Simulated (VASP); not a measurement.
# H16SO10 in VASP: notebook, part 2 of 4

VASP 6.6.1. The steps go on from the part before.

## (3) Single point, PBE+D3(BJ)

File INCAR:

```
SYSTEM = H16SO10
PREC = Accurate ; ENCUT = 520
EDIFF = 1E-7 ; ISMEAR = -1
SIGMA = 0.02 ; LREAL = Auto
LASPH = .True. ; NELM = 80
ALGO = Normal ; ISIF = 2
LWAVE = .False. ; LCHARG = .False.
GGA = PE ; IVDW = 12
NBANDS = 60
```

File KPOINTS:

```
regular mesh
0
Gamma
  1 1 1
  0 0 0
```

File POSCAR:

```
H16SO10
1.0
    6.7968840000      0.0000000000      0.0000000000
    0.0000000000      6.7968840000      0.0000000000
    0.0000000000      0.0000000000      6.7968840000
O H S
10 16 1
Direct
    0.0510086681      0.2273541817      0.7965120488
    0.1071520420      0.9477284002      0.1400347571
    0.8547593280      0.6248010118      0.9866727165
    0.3380372535      0.8009111234      0.7678518568
    0.6231384852      0.5240636739      0.6341288155
    0.3530588428      0.6388074300      0.2718157320
    0.2993136267      0.3003729356      0.3888546575
   -0.0854214961      0.8937036442      0.5649353439
    0.7708090943      0.2261036087      1.1460545744
    0.5252112586      0.0738132356      0.9757853746
   -0.0641764667      0.2482019702      0.8740328656
    0.0356928263      0.2827619244      0.6672175073
    0.1612503612      1.0742863936      0.1877625100
   -0.0250114611      0.9825237565      0.1746682745
    0.7699704747      0.5406595140      0.8943509997
    0.9533633353      0.5495753642      1.0547480287
    0.4568416939      0.8897753735      0.7994987115
    0.2287813063      0.8553625455      0.8736356248
    0.7183880143      0.5846208351      0.5443965205
    0.5594328225      0.6348497341      0.7178583598
    0.2309587746      0.7376762646      0.2546902375
    0.4232969108      0.6376157074      0.1422416507
    0.3110101629      0.4551350295      0.3134377459
    0.3724353689      0.3236041692      0.5182080495
    0.0254528399      0.9738138829      0.4854136101
   -0.0596449785      0.9551435628      0.6992763154
    0.5816930229      0.1223648954      1.1695064974
```

Potentials or basis: VASP PAW PBE potentials, release 64 (O, H, S).

The run is started by

```
$ cat potpaw_PBE.64/O/POTCAR potpaw_PBE.64/H/POTCAR potpaw_PBE.64/S/POTCAR > POTCAR
$ mpirun -np 1 vasp_gam > vasp.out
```

OUTCAR:

```text
SYSTEM = H16SO10
   PREC = Accurate
   ENCUT = 520
   EDIFF = 1E-7
   ISMEAR = -1
   LREAL = Auto
   LASPH = .True.
   NELM = 80
   ISIF = 2
   GGA = PE
   IVDW = 12
 IVDW          = 12

 ion  position               nearest neighbor table
   1  0.051  0.227  0.797-  11 0.95  12 0.96
   2  0.107  0.948  0.140-  14 0.96  13 0.99
   3  0.855  0.625  0.987-  16 0.96  15 1.03
   4  0.338  0.801  0.768-  17 1.03  18 1.10
   5  0.623  0.524  0.634-  19 0.98  20 1.04
   6  0.353  0.639  0.272-  22 1.00  21 1.07  23 1.31
   7  0.299  0.300  0.389-  24 1.02  23 1.17
   8  0.915  0.894  0.565-  26 1.02  25 1.08
   9  0.771  0.226  0.146-  27 1.47
  10  0.525  0.074  0.976-  27 1.41
  11  0.936  0.248  0.874-   1 0.95
  12  0.036  0.283  0.667-   1 0.96
  13  0.161  0.074  0.188-   2 0.99
  14  0.975  0.983  0.175-   2 0.96
  15  0.770  0.541  0.894-   3 1.03
  16  0.953  0.550  0.055-   3 0.96
  17  0.457  0.890  0.799-   4 1.03
  18  0.229  0.855  0.874-   4 1.10
  19  0.718  0.585  0.544-   5 0.98
  20  0.559  0.635  0.718-   5 1.04
  21  0.231  0.738  0.255-   6 1.07
  22  0.423  0.638  0.142-   6 1.00
  23  0.311  0.455  0.313-   7 1.17   6 1.31
  24  0.372  0.324  0.518-   7 1.02
  25  0.025  0.974  0.485-   8 1.08
  26  0.940  0.955  0.699-   8 1.02
  27  0.582  0.122  0.170-  10 1.41   9 1.47

  LATTYP: Found a simple cubic cell.
 ALAT       =     6.7968840000

  Lattice vectors:

 A1 = (   6.7968840000,   0.0000000000,   0.0000000000)
 A2 = (   0.0000000000,   6.7968840000,   0.0000000000)
 A3 = (   0.0000000000,   0.0000000000,   6.7968840000)

Analysis of symmetry for initial positions (statically):
=====================================================================
 Subroutine PRICEL returns:
 Original cell was already a primitive cell.

 Routine SETGRP: Setting up the symmetry group for a
 simple cubic supercell.

 Subroutine GETGRP returns: Found  1 space group operations
 (whereof  1 operations were pure point group operations)
 out of a pool of 48 trial point group operations.

The static configuration has the point symmetry C_1 .

Analysis of symmetry for dynamics (positions and initial velocities):
=====================================================================
 Subroutine PRICEL returns:
 Original cell was already a primitive cell.

 Routine SETGRP: Setting up the symmetry group for a
 simple cubic supercell.

 Subroutine GETGRP returns: Found  1 space group operations
 (whereof  1 operations were pure point group operations)
 out of a pool of 48 trial point group operations.

The dynamic configuration has the point symmetry C_1 .

 Subroutine INISYM returns: Found  1 space group operations
 (whereof  1 operations are pure point group operations),
 and found     1 'primitive' translations

----------------------------------------------------------------------------------------

                                     Primitive cell
[... 83 lines left out ...]
     0.000000000  0.000000000  0.147126242     0.000000000  0.000000000  1.000000000

  Length of vectors
     0.147126242  0.147126242  0.147126242

  Shift w.r.t. Gamma in fractional coordinates (k-lattice)
     0.000000000  0.000000000  0.000000000

 Subroutine IBZKPT returns following result:
 ===========================================

 Found      1 irreducible k-points:

 Following reciprocal coordinates:
            Coordinates               Weight
  0.000000  0.000000  0.000000      1.000000
   k-points           NKPTS =      1   k-points in BZ     NKDIM =      1   number of bands    NBANDS=     60
   number of dos      NEDOS =    301   number of ions     NIONS =     27
   total plane-waves  NPLWV = 157464
   dimension x,y,z NGX =    54 NGY =   54 NGZ =   54
   dimension x,y,z NGXF=   108 NGYF=  108 NGZF=  108
   ions per type =              10  16   1
   NGX,Y,Z   is equivalent  to a cutoff of  13.21, 13.21, 13.21 a.u.
   NGXF,Y,Z  is equivalent  to a cutoff of  26.42, 26.42, 26.42 a.u.
 SYSTEM =  H16SO10
   PREC   = accura    normal or accurate (medium, high low for compatibility)
   ISTART =      0    job   : 0-new  1-cont  2-samecut
   ICHARG =      2    charge: 1-file 2-atom 10-const
   ISPIN  =      1    spin polarized calculation?
   LNONCOLLINEAR =      F non collinear calculations
   LSORBIT =      F    spin-orbit coupling
   LASPH  =      T    aspherical Exc in radial PAW
   ENCUT  =  520.0 eV  38.22 Ry    6.18 a.u.  12.64 12.64 12.64*2*pi/ulx,y,z
   NELM   =     80;   NELMIN=  2; NELMDL= -5     # of ELM steps
   EDIFF  = 0.1E-06   stopping-criterion for ELM
   LREAL  =      T    real-space projection
   EDIFFG = 0.1E-05   stopping-criterion for IOM
   NSW    =      0    number of steps for IOM
   IBRION =     -1    ionic relax: 0-MD 1-quasi-New 2-CG
   NFREE  =      0    steps in history (QN), initial steepest desc. (CG)
   ISIF   =      2    stress and relaxation
   ISYM   =      2    0-nonsym 1-usesym 2-fastsym
   POTIM  = 0.5000    time-step for ionic-motion
   TEBEG  =    0.0;   TEEND  =   0.0 temperature during run
   PSTRESS=    0.0 pullay stress
   NELECT =      82.0000    total number of electrons
   NUPDOWN=      -1.0000    fix difference up-down
   EMIN   =  10.00;   EMAX   =-10.00  energy-range for DOS
   EFERMI =   0.00;   METHOD = LEGACY
   ISMEAR =    -1;   SIGMA  =   0.02  broadening in eV -4-tet -1-fermi 0-gaus
   EFERMI_NEDOS =   21; number of points for ismear=-14 and -15
   IALGO  =     38    algorithm
   IMIX   =      4    mixing-type and parameters
     AMIX     =   0.40;   BMIX     =  1.00
     AMIX_MAG =   1.60;   BMIX_MAG =  1.00
  volume/ion in A,a.u.               =      11.63        78.48
  Fermi-wavevector in a.u.,A,eV,Ry     =   1.046413  1.977433 14.898096  1.094979
  Thomas-Fermi vector in A             =   2.181250
   LORBIT       =      0    0 simple, 1 ext, 2 COOP (PROOUT), +10 PAW based schemes
   GGA     = PE    functional components
   LHFCALC =     F    Hartree Fock is set to
   AEXX    =    0.0000 exact exchange contribution
   IVDW    =    12    specifies the selected vdW correction
   LEPSILON=     F    determine dielectric tensor
   LRPA    =     F    only Hartree local field effects (RPA)
 non-spin polarized calculation
  energy-cutoff  :      520.00
  volume of cell :      314.00
 maximum number of plane-waves:      4193
 NGX is ok and might be reduce to    50
   NGX = 25   NGY = 25   NGZ = 25

 number of electron      81.9999992 magnetization

 Free energy of the ion-electron system (eV)
  ---------------------------------------------------
  ext. energy  EPLUGINS =         0.00000000
  ---------------------------------------------------
  free energy    TOTEN  =      -131.18696712 eV

  energy without entropy =     -131.18696712  energy(sigma->0) =     -131.18696712

 E-fermi :  -2.5431     XC(G=0):  -6.8363

 val. band max:       -3.0596005431   @ k =   0.0000   0.0000   0.0000
 cond. band min:      -0.8466944408   @ k =   0.0000   0.0000   0.0000
 fundamental gap:      2.2129061023
 Fermi energy:        -2.5431037221

 k-point     1 :       0.0000    0.0000    0.0000
  band No.  band energies     occupation
      1     -25.6658      2.00000
      2     -22.9717      2.00000
      3     -22.5658      2.00000
      4     -22.5058      2.00000
      5     -21.8384      2.00000
      6     -21.3447      2.00000
[... 45 lines left out ...]
     52       5.7426      0.00000
     53       5.9492      0.00000
 [bands above 53 left out]

------------------------ aborting loop because EDIFF is reached ----------------------------------------

 Edisp (eV)   -1.03091

 E8    (eV) :    -0.2311

  FORCE on cell =-STRESS in cart. coord.  units (eV):
  Direction    XX          YY          ZZ          XY          YZ          ZX
  --------------------------------------------------------------------------------------
  -------------------------------------------------------------------------------------
  Total      -6.38963    -4.36896    -6.54965     0.71173    -0.52675     5.75495
  in kB     -32.60292   -22.29251   -33.41942     3.63160    -2.68772    29.36451
  external pressure =      -29.44 kB  Pullay stress =        0.00 kB

 VOLUME and BASIS-vectors are now :
 -----------------------------------------------------------------------------
  energy-cutoff  :      520.00
  volume of cell :      314.00
      direct lattice vectors                 reciprocal lattice vectors
     6.796884000  0.000000000  0.000000000     0.147126242  0.000000000  0.000000000
     0.000000000  6.796884000  0.000000000     0.000000000  0.147126242  0.000000000
     0.000000000  0.000000000  6.796884000     0.000000000  0.000000000  0.147126242

 POSITION                                       TOTAL-FORCE (eV/Angst)
 -----------------------------------------------------------------------------------
      0.34670      1.54530      5.41380         1.270242     -0.733435      0.143346
      0.72830      6.44160      0.95180         0.953648      0.691788      0.645185
      5.80970      4.24670      6.70630        -1.610278      0.219903     -1.034285
      2.29760      5.44370      5.21900        -0.584534      1.889426      2.645714
      4.23540      3.56200      4.31010        -0.479906      0.936852      1.466007
      2.39970      4.34190      1.84750        -1.362736      1.831084     -1.615496
[... 19 lines left out ...]
      6.39148      6.49200      4.75290        -0.300243     -0.646237     -1.367905
      3.95370      0.83170      1.15212         2.230735      0.769924      1.471572
 -----------------------------------------------------------------------------------
    total drift:                                0.006397     -0.006460      0.000767

  FREE ENERGIE OF THE ION-ELECTRON SYSTEM (eV)
  ---------------------------------------------------
  free  energy   TOTEN  =      -132.2178765733 eV

  energy  without entropy=     -132.2178765733  energy(sigma->0) =     -132.21787657
```

It took 48 s on 1 thread of Intel Xeon Platinum 8488C (Sapphire Rapids), shared host; peak memory 0.4 GiB.

Results:

| Property | Result |
| --- | --- |
| Free energy | -132.2179 eV |
| Pressure | -2.9 GPa |
| Largest force | 3.596 eV/Å |
| Band gap on the k mesh | 2.21 eV |
| Dispersion energy per atom | -0.038 eV |

Forces on the atoms (eV/Å):
```
O    1.270 -0.733  0.143
O    0.954  0.692  0.645
O   -1.610  0.220 -1.034
O   -0.585  1.889  2.646
O   -0.480  0.937  1.466
O   -1.363  1.831 -1.615
O    0.680  1.202  0.142
O    2.485  2.365 -0.521
O    0.186  0.283  1.602
O   -2.177 -0.937 -2.331
H   -0.971  0.352  0.270
H   -0.285  0.435 -0.350
H    0.815 -0.293 -0.202
H   -1.443 -0.560 -0.206
H    1.538  0.684  1.008
H   -0.024 -0.690 -0.118
H   -2.031 -0.840 -0.359
H    2.502 -1.142 -2.316
H   -0.247  0.307  0.386
H    0.480 -1.456 -1.742
H    1.996 -1.272 -0.029
H   -0.614  0.281  0.808
H   -0.096 -1.606  1.491
H   -0.631 -0.191 -1.577
H   -2.280 -1.882  1.691
H   -0.300 -0.646 -1.368
S    2.231  0.770  1.472
```

Stress tensor (GPa, compression positive):
```
-3.26  0.36  2.94
 0.36 -2.23 -0.27
 2.94 -0.27 -3.34
```

Levels at points of the mesh, in eV from the valence-band top:
| k point | band 39 | band 40 | band 41 | band 42 | band 43 | band 44 |
| --- | --- | --- | --- | --- | --- | --- |
| (0.00, 0.00, 0.00) | -0.37 | -0.24 | 0.00 | 2.21 | 4.29 | 6.12 |

Caveat: the k points lie up to 0.92 Å⁻¹ apart.

(Continued in part 3 of 4.)
